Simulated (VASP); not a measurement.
# MoS2 (P6_3/mmc) in VASP: a series of runs

The runs below take MoS2 through single point, with LDA, PBE.

Program: VASP 6.6.1. These are calculated values, not measurements. Logs are shortened: lines on timing, memory, paths and dates and some standing lists are left out, and cuts for length are marked.

## (1) The cell of the first run

Symmetry: P6_3/mmc, No. 194, hexagonal system. The conventional cell has a = 3.173 Å, b = 3.173 Å, c = 12.436 Å, α = 90.00°, β = 90.00°, γ = 120.00°. Within 3.2 Å of Mo (site symmetry -6m2) lie 6 S at 2.40 Å and 6 Mo at 3.17 Å. Within 3.2 Å of S (site symmetry 3m) lie 3 Mo at 2.40 Å and 7 S at 3.11 to 3.17 Å.

## (2) Single point, LDA

File INCAR:

```
SYSTEM = MoS2
  ALGO = Normal
  EDIFF = 1E-6
  ENCUT = 520
  ISIF = 2
  ISMEAR = 0
  LASPH = .TRUE.
  LCHARG = .FALSE.
  LREAL = .FALSE.
  LWAVE = .FALSE.
  NBANDS = 35
  NELM = 60
  PREC = Accurate
  SIGMA = 0.01
```

File KPOINTS:

```
k-points
0
G
  12 12 2
  0 0 0
```

File POSCAR:

```
MoS2
1.0
    3.1730194941      0.0000000000      0.0000000000
   -1.5865097470      2.7479154886      0.0000000000
    0.0000000000      0.0000000000     12.4359056939
Mo S
2 4
Direct
    0.3333333333      0.6666666667      0.2500000000
    0.6666666667      0.3333333333      0.7500000000
    0.3333333333      0.6666666667      0.6249005388
    0.6666666667      0.3333333333      0.1249005388
    0.3333333333      0.6666666667      0.8750994612
    0.6666666667      0.3333333333      0.3750994612
```

Potentials or basis: VASP PAW LDA potentials, release 64 (Mo_sv, S).

Launch:

```sh
$ cat potpaw_LDA.64/Mo_sv/POTCAR potpaw_LDA.64/S/POTCAR > POTCAR
$ mpirun -np 1 vasp_std > vasp.out
```

OUTCAR:

```text
SYSTEM = MoS2
   EDIFF = 1E-6
   ENCUT = 520
   ISIF = 2
   ISMEAR = 0
   LASPH = .TRUE.
   LREAL = .FALSE.
   NELM = 60
   PREC = Accurate

 ion  position               nearest neighbor table
   1  0.333  0.667  0.250-   4 2.40   6 2.40   4 2.40   6 2.40   4 2.40   6 2.40
   2  0.667  0.333  0.750-   3 2.40   5 2.40   3 2.40   5 2.40   3 2.40   5 2.40
   3  0.333  0.667  0.625-   2 2.40   2 2.40   2 2.40
   4  0.667  0.333  0.125-   1 2.40   1 2.40   1 2.40
   5  0.333  0.667  0.875-   2 2.40   2 2.40   2 2.40
   6  0.667  0.333  0.375-   1 2.40   1 2.40   1 2.40

  LATTYP: Found a hexagonal cell.
 ALAT       =     3.1730194941
 C/A-ratio  =     3.9192654558

  Lattice vectors:

 A1 = (   3.1730194941,   0.0000000000,   0.0000000000)
 A2 = (  -1.5865097470,   2.7479154886,   0.0000000000)
 A3 = (   0.0000000000,   0.0000000000,  12.4359056939)

Analysis of symmetry for initial positions (statically):
=====================================================================
 Subroutine PRICEL returns:
 Original cell was already a primitive cell.

 Routine SETGRP: Setting up the symmetry group for a
 hexagonal supercell.

 Subroutine GETGRP returns: Found 24 space group operations
 (whereof 12 operations were pure point group operations)
 out of a pool of 24 trial point group operations.

The static configuration has the point symmetry D_3d.
 The point group associated with its full space group is D_6h.

Analysis of symmetry for dynamics (positions and initial velocities):
=====================================================================
 Subroutine PRICEL returns:
 Original cell was already a primitive cell.

 Routine SETGRP: Setting up the symmetry group for a
 hexagonal supercell.

 Subroutine GETGRP returns: Found 24 space group operations
 (whereof 12 operations were pure point group operations)
 out of a pool of 24 trial point group operations.

The dynamic configuration has the point symmetry D_3d.
 The point group associated with its full space group is D_6h.

 Subroutine INISYM returns: Found 24 space group operations
 (whereof 12 operations are pure point group operations),
 and found     1 'primitive' translations

----------------------------------------------------------------------------------------

                                     Primitive cell

  volume of cell :     108.4310

  direct lattice vectors                    reciprocal lattice vectors
     3.173019494  0.000000000  0.000000000     0.315157219  0.181956105  0.000000000
    -1.586509747  2.747915489  0.000000000     0.000000000  0.363912211  0.000000000
     0.000000000  0.000000000 12.435905694     0.000000000  0.000000000  0.080412318

  length of vectors
     3.173019494  3.173019494 12.435905694     0.363912211  0.363912211  0.080412318

  position of ions in fractional coordinates (direct lattice)
     0.333333333  0.666666667  0.250000000
     0.666666667  0.333333333  0.750000000
     0.333333333  0.666666667  0.624900539
     0.666666667  0.333333333  0.124900539
     0.333333333  0.666666667  0.875099461
     0.666666667  0.333333333  0.375099461

  ion indices of the primitive-cell ions
   primitive index   ion index
                 1           1
                 2           2
                 3           3
                 4           4
                 5           5
                 6           6

----------------------------------------------------------------------------------------

 KPOINTS: k-points

Automatic generation of k-mesh.
 Grid dimensions read from file:
 generate k-points for:   12   12    2

 Generating k-lattice:

  Cartesian coordinates                     Fractional coordinates (reciprocal lattice)
     0.026263102  0.015163009  0.000000000     0.083333333 -0.000000000  0.000000000
     0.000000000  0.030326018  0.000000000     0.000000000  0.083333333  0.000000000
     0.000000000  0.000000000  0.040206159     0.000000000  0.000000000  0.500000000

  Length of vectors
     0.030326018  0.030326018  0.040206159

  Shift w.r.t. Gamma in fractional coordinates (k-lattice)
     0.000000000  0.000000000  0.000000000

 Subroutine IBZKPT returns following result:
 ===========================================

 Found     38 irreducible k-points:

 Following reciprocal coordinates:
            Coordinates               Weight
  0.000000  0.000000  0.000000      1.000000
  0.083333 -0.000000  0.000000      6.000000
  0.166667  0.000000  0.000000      6.000000
  0.250000 -0.000000  0.000000      6.000000
  0.333333 -0.000000  0.000000      6.000000
  0.416667  0.000000  0.000000      6.000000
[... 16 lines left out ...]
  0.250000 -0.000000  0.500000      6.000000
  0.333333 -0.000000  0.500000      6.000000
 [... further k-points ...]
   k-points           NKPTS =     38   k-points in BZ     NKDIM =     38   number of bands    NBANDS=     35
   number of dos      NEDOS =    301   number of ions     NIONS =      6
   total plane-waves  NPLWV =  55296
   dimension x,y,z NGX =    24 NGY =   24 NGZ =   96
   dimension x,y,z NGXF=    48 NGYF=   48 NGZF=  192
   ions per type =               2   4
   NGX,Y,Z   is equivalent  to a cutoff of  12.57, 12.57, 12.83 a.u.
   NGXF,Y,Z  is equivalent  to a cutoff of  25.15, 25.15, 25.67 a.u.
 SYSTEM =  MoS2
   PREC   = accura    normal or accurate (medium, high low for compatibility)
   ISTART =      0    job   : 0-new  1-cont  2-samecut
   ICHARG =      2    charge: 1-file 2-atom 10-const
   ISPIN  =      1    spin polarized calculation?
   LNONCOLLINEAR =      F non collinear calculations
   LSORBIT =      F    spin-orbit coupling
   LASPH  =      T    aspherical Exc in radial PAW
   ENCUT  =  520.0 eV  38.22 Ry    6.18 a.u.   5.90  5.90 23.12*2*pi/ulx,y,z
   NELM   =     60;   NELMIN=  2; NELMDL= -5     # of ELM steps
   EDIFF  = 0.1E-05   stopping-criterion for ELM
   LREAL  =      F    real-space projection
   EDIFFG = 0.1E-04   stopping-criterion for IOM
   NSW    =      0    number of steps for IOM
   IBRION =     -1    ionic relax: 0-MD 1-quasi-New 2-CG
   NFREE  =      0    steps in history (QN), initial steepest desc. (CG)
   ISIF   =      2    stress and relaxation
   ISYM   =      2    0-nonsym 1-usesym 2-fastsym
   POTIM  = 0.5000    time-step for ionic-motion
   TEBEG  =    0.0;   TEEND  =   0.0 temperature during run
   PSTRESS=    0.0 pullay stress
   NELECT =      52.0000    total number of electrons
   NUPDOWN=      -1.0000    fix difference up-down
   EMIN   =  10.00;   EMAX   =-10.00  energy-range for DOS
   EFERMI =   0.00;   METHOD = LEGACY
   ISMEAR =     0;   SIGMA  =   0.01  broadening in eV -4-tet -1-fermi 0-gaus
   EFERMI_NEDOS =   21; number of points for ismear=-14 and -15
   IALGO  =     38    algorithm
   IMIX   =      4    mixing-type and parameters
     AMIX     =   0.40;   BMIX     =  1.00
     AMIX_MAG =   1.60;   BMIX_MAG =  1.00
  volume/ion in A,a.u.               =      18.07       121.95
  Fermi-wavevector in a.u.,A,eV,Ry     =   1.281420  2.421532 22.341266  1.642037
  Thomas-Fermi vector in A             =   2.413791
   LORBIT       =      0    0 simple, 1 ext, 2 COOP (PROOUT), +10 PAW based schemes
   GGA     = CA    functional components
   LHFCALC =     F    Hartree Fock is set to
   AEXX    =    0.0000 exact exchange contribution
   IVDW    =     0    specifies the selected vdW correction
   LEPSILON=     F    determine dielectric tensor
   LRPA    =     F    only Hartree local field effects (RPA)
 non-spin polarized calculation
 Gauss-broadening in eV      SIGMA  =   0.01
  energy-cutoff  :      520.00
  volume of cell :      108.43
 maximum number of plane-waves:      2944
 NGX is ok and might be reduce to    24
   NGX = 11   NGY = 11   NGZ = 47

 number of electron      51.9999999 magnetization

 Free energy of the ion-electron system (eV)
  ---------------------------------------------------
  ext. energy  EPLUGINS =         0.00000000
  ---------------------------------------------------
  free energy    TOTEN  =       -48.88631256 eV

  energy without entropy =      -48.88631256  energy(sigma->0) =      -48.88631256

 E-fermi :   7.2827     XC(G=0): -11.0355

 val. band max:        7.2000706787   @ k =   0.0000   0.0000   0.0000
 cond. band min:       8.0726678026   @ k =   0.1667   0.1667   0.0000
 fundamental gap:      0.8725971239
 Fermi energy:         7.2826693946

 k-point     1 :       0.0000    0.0000    0.0000
  band No.  band energies     occupation
      1     -53.9633      2.00000
      2     -53.9633      2.00000
      3     -28.3148      2.00000
      4     -28.3147      2.00000
      5     -28.0852      2.00000
      6     -28.0852      2.00000
[... 27 lines left out ...]
     34       9.6528      0.00000
     35      12.6101      0.00000

 k-point     2 :       0.0833   -0.0000    0.0000
  band No.  band energies     occupation
      1     -53.9606      2.00000
      2     -53.9606      2.00000
      3     -28.3095      2.00000
      4     -28.3094      2.00000
      5     -28.1123      2.00000
      6     -28.1123      2.00000
[... 27 lines left out ...]
     34       9.5435      0.00000
     35      13.1123      0.00000

 k-point     3 :       0.1667    0.0000    0.0000
  band No.  band energies     occupation
      1     -53.9532      2.00000
      2     -53.9532      2.00000
      3     -28.2950      2.00000
      4     -28.2950      2.00000
      5     -28.1857      2.00000
      6     -28.1857      2.00000
[... 27 lines left out ...]
     34       9.9669      0.00000
     35      14.0986      0.00000

 k-point     4 :       0.2500   -0.0000    0.0000
  band No.  band energies     occupation
      1     -53.9431      2.00000
      2     -53.9431      2.00000
      3     -28.2845      2.00000
      4     -28.2845      2.00000
      5     -28.2752      2.00000
      6     -28.2752      2.00000
[... 27 lines left out ...]
     34      10.4447      0.00000
     35      14.4913      0.00000

 k-point     5 :       0.3333   -0.0000    0.0000
  band No.  band energies     occupation
      1     -53.9330      2.00000
      2     -53.9330      2.00000
      3     -28.3819      2.00000
      4     -28.3819      2.00000
      5     -28.2553      2.00000
      6     -28.2553      2.00000
[... 638 lines left out ...]
 k-point    22 :       0.1667    0.0000    0.5000
  band No.  band energies     occupation
      1     -53.9532      2.00000
      2     -53.9532      2.00000
      3     -28.2950      2.00000
      4     -28.2950      2.00000
      5     -28.1857      2.00000
      6     -28.1857      2.00000
[... 27 lines left out ...]
     34       9.9148      0.00000
     35      14.2291      0.00000

 k-point    23 :       0.2500   -0.0000    0.5000
  band No.  band energies     occupation
      1     -53.9431      2.00000
      2     -53.9431      2.00000
      3     -28.2845      2.00000
      4     -28.2845      2.00000
      5     -28.2752      2.00000
      6     -28.2752      2.00000
[... 27 lines left out ...]
     34      10.3461      0.00000
     35      14.4827      0.00000

 k-point    24 :       0.3333   -0.0000    0.5000
  band No.  band energies     occupation
      1     -53.9330      2.00000
      2     -53.9330      2.00000
      3     -28.3819      2.00000
      4     -28.3819      2.00000
      5     -28.2553      2.00000
      6     -28.2553      2.00000
[... 27 lines left out ...]
     34      10.6574      0.00000
     35      13.8137      0.00000

 [... further k-points ...]
[... 5 lines left out ...]
  --------------------------------------------------------------------------------------
  -------------------------------------------------------------------------------------
  Total       -3.7628958     -3.7628958     -2.7565081     -0.0000000      0.0000000      0.0000000
  in kB      -55.6005692    -55.6005692    -40.7301796     -0.0000000      0.0000000      0.0000000
  external PRESSURE =     -50.6437726 kB  Pullay stress =       0.0000000 kB

 VOLUME and BASIS-vectors are now :
 -----------------------------------------------------------------------------
  energy-cutoff  :      520.00
  volume of cell :      108.43
      direct lattice vectors                 reciprocal lattice vectors
     3.173019494  0.000000000  0.000000000     0.315157219  0.181956105  0.000000000
    -1.586509747  2.747915489  0.000000000     0.000000000  0.363912211  0.000000000
     0.000000000  0.000000000 12.435905694     0.000000000  0.000000000  0.080412318

 POSITION                                       TOTAL-FORCE (eV/Angst)
 -----------------------------------------------------------------------------------
     -0.00000      1.83194      3.10898         0.000000      0.000000      0.000000
      1.58651      0.91597      9.32693        -0.000000      0.000000      0.000000
     -0.00000      1.83194      7.77120         0.000000     -0.000000      0.305652
      1.58651      0.91597      1.55325        -0.000000      0.000000      0.305652
     -0.00000      1.83194     10.88265         0.000000      0.000000     -0.305652
      1.58651      0.91597      4.66470        -0.000000      0.000000     -0.305652
 -----------------------------------------------------------------------------------
    total drift:                                0.000000     -0.000000      0.000000

  FREE ENERGIE OF THE ION-ELECTRON SYSTEM (eV)
  ---------------------------------------------------
  free  energy   TOTEN  =       -48.8863125570 eV

  energy  without entropy=      -48.8863125570  energy(sigma->0) =      -48.88631256
```

Wall time 98 s (1 thread of Intel Xeon Platinum 8375C at 2.90GHz (Ice Lake), shared host); peak memory 0.25 GiB.

Results:

| Property | Result |
| --- | --- |
| Free energy | -48.8863 eV |
| Pressure | -5.1 GPa |
| Largest force | 0.306 eV/Å |
| Band gap on the k mesh | 0.87 eV, indirect (least direct gap 1.64 eV) |

Forces in eV/Å, atoms in the order of the input:
```
Mo   0.000  0.000  0.000
Mo   0.000  0.000  0.000
S    0.000  0.000  0.306
S    0.000  0.000  0.306
S    0.000  0.000 -0.306
S    0.000  0.000 -0.306
```

A k mesh can miss the band edges.

## (3) Single point, PBE, non-collinear spin, zero start, spin-orbit coupling

File INCAR:

```
ALGO     = Normal         # electronic algorithm
EDIFF    = 1E-6           # SCF threshold, eV
ENCUT    = 520            # plane-wave cutoff, eV
GGA      = PE             # functional
GGA_COMPAT= False        
ISIF     = 2              # what is computed and relaxed
ISMEAR   = -1             # smearing method
LASPH    = True           # aspherical terms in the spheres
LCHARG   = False          # write CHGCAR
LMAXMIX  = 4              # l up to which the mixer works
LORBIT   = 11             # projections on sites
LORBMOM  = True         
LREAL    = False          # projectors in reciprocal space
LSORBIT  = True           # spin-orbit coupling
LWAVE    = False          # write WAVECAR
MAGMOM   = 0 0 0 0 0 0 0 0 0 0 0 0 0 0 0 0 0 0 # initial moments
NBANDS   = 68             # bands
NELM     = 150            # most SCF steps
PREC     = Accurate       # precision mode
SIGMA    = 0.02           # smearing width, eV
```

File KPOINTS:

```
k-points
0
Gamma
  6 6 2
```

POSCAR is that of step 2.

Potentials or basis: VASP PAW PBE potentials, release 64 (Mo_sv, S).

Launch:

```sh
$ cat potpaw_PBE.64/Mo_sv/POTCAR potpaw_PBE.64/S/POTCAR > POTCAR
$ mpirun -np 1 vasp_ncl > vasp.out
```

It took 4.1 min on 1 thread of Intel Xeon Platinum 8375C at 2.90GHz (Ice Lake), shared host; peak memory 0.51 GiB.

It converged, with:

* Free energy: -43.8286 eV
* Pressure: 2.3 GPa
* Largest force: 0.105 eV/Å
* Net moment: 0.00 μB per cell
* Valence electrons inside the program's atomic spheres: Mo 12.47; S 3.71

Forces on the atoms (eV/Å):
```
Mo   0.000  0.000  0.000
Mo   0.000  0.000  0.000
S    0.000  0.000 -0.105
S    0.000  0.000 -0.105
S    0.000  0.000  0.105
S    0.000  0.000  0.105
```

Stress tensor (GPa, compression positive):
```
1.82 0.00 0.00
0.00 1.82 0.00
0.00 0.00 3.18
```

Moments on the atoms (μB; x, y, z):
```
Mo  0.00 0.00 0.00
Mo  0.00 0.00 0.00
S   0.00 0.00 0.00
S   0.00 0.00 0.00
S   0.00 0.00 0.00
S   0.00 0.00 0.00
```

Caveat: the k points lie up to 0.38 Å⁻¹ apart; this functional lacks dispersion, which binds the layers, so the pressure and a relaxed spacing across them are unreliable.
